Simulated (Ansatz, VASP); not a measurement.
# BAs in VASP and in Ansatz

```xyz
2
Lattice="0.0000 2.5968 2.5968 2.5968 0.0000 2.5968 2.5968 2.5968 0.0000" Properties=species:S:1:pos:R:3 pbc="T T T"
B     0.0000    0.0000    0.0000
As    3.8951    3.8951    3.8951
```

Change from the starting cell: strain +0.080 along x and y, +0.080 along z, atoms carried along.

Alike in both runs: task single point; functional PBE; k mesh 10 × 10 × 10; occupations gaussian, width 0.05 eV; no spin polarisation.

|  | VASP | Ansatz |
| --- | --- | --- |
| version | VASP 6.6.1 | Ansatz 0.2.0 |
| potentials or method | VASP PAW PBE potentials, release 64 (B, As), cutoff 520 eV | scalar-relativistic, plane waves, PAW |
| valence electrons in the cell | 8 | 18 |

Ansatz gave:

- gap on the k mesh at the Fermi level (eV): 1.39
- least direct gap on the mesh (eV): 1.78
- pressure (GPa): -18.5

Q: Estimate VASP's values.

A: gap on the k mesh at the Fermi level (eV): 1.39; least direct gap on the mesh (eV): 1.78; pressure (GPa): -18.4.

With one functional, cell and mesh, what is left measures potentials, basis and numerics. VASP's potentials hold 8 valence electrons a cell and Ansatz's 18, so a difference there can come from the potentials and not from the codes.
